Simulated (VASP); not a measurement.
# Lu (P6_3/mmc) in VASP: notebook

Lu is run at these levels: PBE; tasks: single point.

All numbers are computed with VASP 6.6.1; they aren't measurements. Logs are shortened: lines on timing, memory, paths and dates and some standing lists are left out, and cuts for length are marked.

## 1. The cell of the first run

Symmetry: P6_3/mmc, No. 194, hexagonal system. Conventional cell: a = 3.589 Å, b = 3.589 Å, c = 5.686 Å, α = 90.00°, β = 90.00°, γ = 120.00°. Lu (site symmetry -6m2) has 12 Lu at 3.52 to 3.59 Å within 4.6 Å.

## 2. Single point, PBE

INCAR reads:

```
SYSTEM = Lu
  PREC = Accurate
  ENCUT = 520
  EDIFF = 1E-7
  ISMEAR = 1
  SIGMA = 0.1
  LREAL = .FALSE.
  LASPH = .TRUE.
  NELM = 60
  ALGO = Normal
  ISIF = 2
  LWAVE = .FALSE.
  LCHARG = .TRUE.
  GGA = PE
  LELF = .TRUE.
  LVHAR = .TRUE.
  NBANDS = 32
```

KPOINTS reads:

```
regular mesh
0
G
  10 10 5
  0 0 0
```

POSCAR reads:

```
Lu
1.0
    3.5885749648      0.0000000000      0.0000000000
   -1.7942874824      3.1077970809      0.0000000000
    0.0000000000      0.0000000000      5.6863408901
Lu
2
Direct
    0.3333333333      0.6666666667      0.2500000000
    0.6666666667      0.3333333333      0.7500000000
```

Potentials or basis: VASP PAW PBE potentials, release 64 (Lu).

The run is started by

```bash
$ cat potpaw_PBE.64/Lu/POTCAR > POTCAR
$ mpirun -np 1 vasp_std > vasp.out
```

OUTCAR:

```text
SYSTEM = Lu
   PREC = Accurate
   ENCUT = 520
   EDIFF = 1E-7
   ISMEAR = 1
   LREAL = .FALSE.
   LASPH = .TRUE.
   NELM = 60
   ISIF = 2
   GGA = PE

 ion  position               nearest neighbor table
   1  0.333  0.667  0.250-   2 3.52   2 3.52   2 3.52   2 3.52   2 3.52   2 3.52
   2  0.667  0.333  0.750-   1 3.52   1 3.52   1 3.52   1 3.52   1 3.52   1 3.52

  LATTYP: Found a hexagonal cell.
 ALAT       =     3.5885749648
 C/A-ratio  =     1.5845679541

  Lattice vectors:

 A1 = (   3.5885749648,   0.0000000000,   0.0000000000)
 A2 = (  -1.7942874824,   3.1077970809,   0.0000000000)
 A3 = (   0.0000000000,   0.0000000000,   5.6863408901)

Analysis of symmetry for initial positions (statically):
=====================================================================
 Subroutine PRICEL returns:
 Original cell was already a primitive cell.

 Routine SETGRP: Setting up the symmetry group for a
 hexagonal supercell.

 Subroutine GETGRP returns: Found 24 space group operations
 (whereof 12 operations were pure point group operations)
 out of a pool of 24 trial point group operations.

The static configuration has the point symmetry D_3d.
 The point group associated with its full space group is D_6h.

Analysis of symmetry for dynamics (positions and initial velocities):
=====================================================================
 Subroutine PRICEL returns:
 Original cell was already a primitive cell.

 Routine SETGRP: Setting up the symmetry group for a
 hexagonal supercell.

 Subroutine GETGRP returns: Found 24 space group operations
 (whereof 12 operations were pure point group operations)
 out of a pool of 24 trial point group operations.

The dynamic configuration has the point symmetry D_3d.
 The point group associated with its full space group is D_6h.

 Subroutine INISYM returns: Found 24 space group operations
 (whereof 12 operations are pure point group operations),
 and found     1 'primitive' translations

----------------------------------------------------------------------------------------

                                     Primitive cell

  volume of cell :      63.4173

  direct lattice vectors                    reciprocal lattice vectors
     3.588574965  0.000000000  0.000000000     0.278662146  0.160885665  0.000000000
    -1.794287482  3.107797081  0.000000000     0.000000000  0.321771330  0.000000000
     0.000000000  0.000000000  5.686340890     0.000000000  0.000000000  0.175860016

  length of vectors
     3.588574965  3.588574963  5.686340890     0.321771330  0.321771330  0.175860016

  position of ions in fractional coordinates (direct lattice)
     0.333333333  0.666666667  0.250000000
     0.666666667  0.333333333  0.750000000

  ion indices of the primitive-cell ions
   primitive index   ion index
                 1           1
                 2           2

----------------------------------------------------------------------------------------

 KPOINTS: regular mesh

Automatic generation of k-mesh.
 Grid dimensions read from file:
 generate k-points for:   10   10    5

 Generating k-lattice:

  Cartesian coordinates                     Fractional coordinates (reciprocal lattice)
     0.027866215  0.016088566  0.000000000     0.100000000 -0.000000000  0.000000000
     0.000000000  0.032177133  0.000000000     0.000000000  0.100000000  0.000000000
     0.000000000  0.000000000  0.035172003     0.000000000  0.000000000  0.200000000

  Length of vectors
     0.032177133  0.032177133  0.035172003

  Shift w.r.t. Gamma in fractional coordinates (k-lattice)
     0.000000000  0.000000000  0.000000000

 Subroutine IBZKPT returns following result:
 ===========================================

 Found     42 irreducible k-points:

 Following reciprocal coordinates:
            Coordinates               Weight
  0.000000  0.000000  0.000000      1.000000
  0.100000  0.000000  0.000000      6.000000
  0.200000  0.000000  0.000000      6.000000
  0.300000  0.000000  0.000000      6.000000
  0.400000 -0.000000  0.000000      6.000000
  0.500000 -0.000000  0.000000      3.000000
[... 16 lines left out ...]
  0.300000  0.100000  0.200000     24.000000
  0.400000  0.100000  0.200000     24.000000
 [... further k-points ...]
   k-points           NKPTS =     42   k-points in BZ     NKDIM =     42   number of bands    NBANDS=     32
   number of dos      NEDOS =    301   number of ions     NIONS =      2
   total plane-waves  NPLWV =  32928
   dimension x,y,z NGX =    28 NGY =   28 NGZ =   42
   dimension x,y,z NGXF=    56 NGYF=   56 NGZF=   84
   ions per type =               2
   NGX,Y,Z   is equivalent  to a cutoff of  12.97, 12.97, 12.28 a.u.
   NGXF,Y,Z  is equivalent  to a cutoff of  25.94, 25.94, 24.56 a.u.
 SYSTEM =  Lu
   PREC   = accura    normal or accurate (medium, high low for compatibility)
   ISTART =      0    job   : 0-new  1-cont  2-samecut
   ICHARG =      2    charge: 1-file 2-atom 10-const
   ISPIN  =      1    spin polarized calculation?
   LNONCOLLINEAR =      F non collinear calculations
   LSORBIT =      F    spin-orbit coupling
   LASPH  =      T    aspherical Exc in radial PAW
   ENCUT  =  520.0 eV  38.22 Ry    6.18 a.u.   6.67  6.67 10.57*2*pi/ulx,y,z
   NELM   =     60;   NELMIN=  2; NELMDL= -5     # of ELM steps
   EDIFF  = 0.1E-06   stopping-criterion for ELM
   LREAL  =      F    real-space projection
   EDIFFG = 0.1E-05   stopping-criterion for IOM
   NSW    =      0    number of steps for IOM
   IBRION =     -1    ionic relax: 0-MD 1-quasi-New 2-CG
   NFREE  =      0    steps in history (QN), initial steepest desc. (CG)
   ISIF   =      2    stress and relaxation
   ISYM   =      2    0-nonsym 1-usesym 2-fastsym
   POTIM  = 0.5000    time-step for ionic-motion
   TEBEG  =    0.0;   TEEND  =   0.0 temperature during run
   PSTRESS=    0.0 pullay stress
   NELECT =      50.0000    total number of electrons
   NUPDOWN=      -1.0000    fix difference up-down
   EMIN   =  10.00;   EMAX   =-10.00  energy-range for DOS
   EFERMI =   0.00;   METHOD = LEGACY
   ISMEAR =     1;   SIGMA  =   0.10  broadening in eV -4-tet -1-fermi 0-gaus
   EFERMI_NEDOS =   21; number of points for ismear=-14 and -15
   IALGO  =     38    algorithm
   IMIX   =      4    mixing-type and parameters
     AMIX     =   0.40;   BMIX     =  1.00
     AMIX_MAG =   1.60;   BMIX_MAG =  1.00
  volume/ion in A,a.u.               =      31.71       213.98
  Fermi-wavevector in a.u.,A,eV,Ry     =   1.512385  2.857993 31.120712  2.287308
  Thomas-Fermi vector in A             =   2.622316
   LORBIT       =      0    0 simple, 1 ext, 2 COOP (PROOUT), +10 PAW based schemes
   GGA     = PE    functional components
   LHFCALC =     F    Hartree Fock is set to
   AEXX    =    0.0000 exact exchange contribution
   IVDW    =     0    specifies the selected vdW correction
   LEPSILON=     F    determine dielectric tensor
   LRPA    =     F    only Hartree local field effects (RPA)
 non-spin polarized calculation
 Methfessel and Paxton  Order N= 1 SIGMA  =   0.10
  energy-cutoff  :      520.00
  volume of cell :       63.42
 maximum number of plane-waves:      1743
 NGX is ok and might be reduce to    28
   NGX = 13   NGY = 13   NGZ = 21

 number of electron      50.0000017 magnetization

 Free energy of the ion-electron system (eV)
  ---------------------------------------------------
  ext. energy  EPLUGINS =         0.00000000
  ---------------------------------------------------
  free energy    TOTEN  =        -8.97815185 eV

  energy without entropy =       -8.97536562  energy(sigma->0) =       -8.97722311

 E-fermi :   1.9049     XC(G=0): -10.2686

 val. band max:        1.9033565669   @ k =   0.3000   0.3000   0.4000
 cond. band min:       1.9052671647   @ k =   0.2000   0.0000   0.2000
 fundamental gap:      0.0019105977
 Fermi energy:         1.9048892881

 k-point     1 :       0.0000    0.0000    0.0000
  band No.  band energies     occupation
      1     -54.5045      2.00000
      2     -54.4822      2.00000
      3     -25.3478      2.00000
      4     -25.0362      2.00000
      5     -25.0362      2.00000
      6     -24.9765      2.00000
[... 24 lines left out ...]
     31       5.2197      0.00000
     32       5.2197      0.00000

 k-point     2 :       0.1000    0.0000    0.0000
  band No.  band energies     occupation
      1     -54.5030      2.00000
      2     -54.4816      2.00000
      3     -25.3361      2.00000
      4     -25.0602      2.00000
      5     -25.0443      2.00000
      6     -25.0018      2.00000
[... 24 lines left out ...]
     31       4.9072      0.00000
     32       5.0060      0.00000

 k-point     3 :       0.2000    0.0000    0.0000
  band No.  band energies     occupation
      1     -54.4988      2.00000
      2     -54.4802      2.00000
      3     -25.3033      2.00000
      4     -25.1233      2.00000
      5     -25.0664      2.00000
      6     -25.0648      2.00000
[... 24 lines left out ...]
     31       5.1751      0.00000
     32       5.4443      0.00000

 k-point     4 :       0.3000    0.0000    0.0000
  band No.  band energies     occupation
      1     -54.4933      2.00000
      2     -54.4789      2.00000
      3     -25.2564      2.00000
      4     -25.2018      2.00000
      5     -25.1434      2.00000
      6     -25.0891      2.00000
[... 24 lines left out ...]
     31       5.8826      0.00000
     32       6.3124      0.00000

 k-point     5 :       0.4000   -0.0000    0.0000
  band No.  band energies     occupation
      1     -54.4882      2.00000
      2     -54.4783      2.00000
      3     -25.2656      2.00000
      4     -25.2075      2.00000
      5     -25.2036      2.00000
      6     -25.1082      2.00000
[... 584 lines left out ...]
     31       5.3420      0.00000
     32       5.6522      0.00000

 k-point    22 :       0.2000    0.1000    0.2000
  band No.  band energies     occupation
      1     -54.4937      2.00000
      2     -54.4808      2.00000
      3     -25.2682      2.00000
      4     -25.1518      2.00000
      5     -25.1305      2.00000
      6     -25.0747      2.00000
[... 24 lines left out ...]
     31       5.7451      0.00000
     32       6.1814      0.00000

 k-point    23 :       0.3000    0.1000    0.2000
  band No.  band energies     occupation
      1     -54.4888      2.00000
      2     -54.4795      2.00000
      3     -25.2731      2.00000
      4     -25.2123      2.00000
      5     -25.1544      2.00000
      6     -25.1010      2.00000
[... 24 lines left out ...]
     31       6.6715      0.00000
     32       6.8390      0.00000

 k-point    24 :       0.4000    0.1000    0.2000
  band No.  band energies     occupation
      1     -54.4852      2.00000
      2     -54.4792      2.00000
      3     -25.2995      2.00000
      4     -25.2442      2.00000
      5     -25.1496      2.00000
      6     -25.1086      2.00000
[... 24 lines left out ...]
     31       7.1026      0.00000
     32       7.5492      0.00000

 [... further k-points ...]

------------------------ aborting loop because EDIFF is reached ----------------------------------------

  FORCE on cell =-STRESS in cart. coord.  units (eV):
  Direction    XX          YY          ZZ          XY          YZ          ZX
  --------------------------------------------------------------------------------------
  -------------------------------------------------------------------------------------
  Total       -1.1766060     -1.1766060     -1.5081805      0.0000000      0.0000000      0.0000000
  in kB      -29.7258363    -29.7258363    -38.1027516      0.0000000      0.0000000      0.0000000
  external PRESSURE =     -32.5181414 kB  Pullay stress =       0.0000000 kB

 VOLUME and BASIS-vectors are now :
 -----------------------------------------------------------------------------
  energy-cutoff  :      520.00
  volume of cell :       63.42
      direct lattice vectors                 reciprocal lattice vectors
     3.588574965  0.000000000  0.000000000     0.278662146  0.160885665  0.000000000
    -1.794287482  3.107797081  0.000000000     0.000000000  0.321771330  0.000000000
     0.000000000  0.000000000  5.686340890     0.000000000  0.000000000  0.175860016

 POSITION                                       TOTAL-FORCE (eV/Angst)
 -----------------------------------------------------------------------------------
     -0.00000      2.07186      1.42159         0.000000     -0.000000      0.000000
      1.79429      1.03593      4.26476        -0.000000      0.000000      0.000000
 -----------------------------------------------------------------------------------
    total drift:                                0.000000     -0.000000      0.000000

  FREE ENERGIE OF THE ION-ELECTRON SYSTEM (eV)
  ---------------------------------------------------
  free  energy   TOTEN  =        -8.9781518464 eV

  energy  without entropy=       -8.9753656246  energy(sigma->0) =       -8.97722311
```

Run time: 3 min. Hardware: 1 thread of AMD EPYC 7R13, shared host; peak memory 0.19 GiB.

What came out:

```yaml
Free_energy: -8.9782 eV
Pressure: -3.3 GPa
Band_gap_on_the_k_mesh: zero (band 25 reaches 2.70 eV, above the bottom of band 26 at 1.41 eV)
```

Stress tensor (GPa, compression positive):
```
-2.97  0.00  0.00
 0.00 -2.97  0.00
 0.00  0.00 -3.81
```

Levels at points of the mesh, in eV from the Fermi level:
```
           k point  band 22  band 23  band 24  band 25  band 26  band 27  band 28  band 29
(0.00, 0.00, 0.00)    -5.06    -5.05    -2.31     0.34     2.12     2.12     2.38     2.76
(0.50, 0.00, 0.00)    -5.06    -2.28    -1.29    -0.72    -0.37     1.40     1.87     2.15
```

Caveat: spin-orbit coupling is left out, which moves the levels of the heavy elements.

(Part 1 of 2 ends here.)
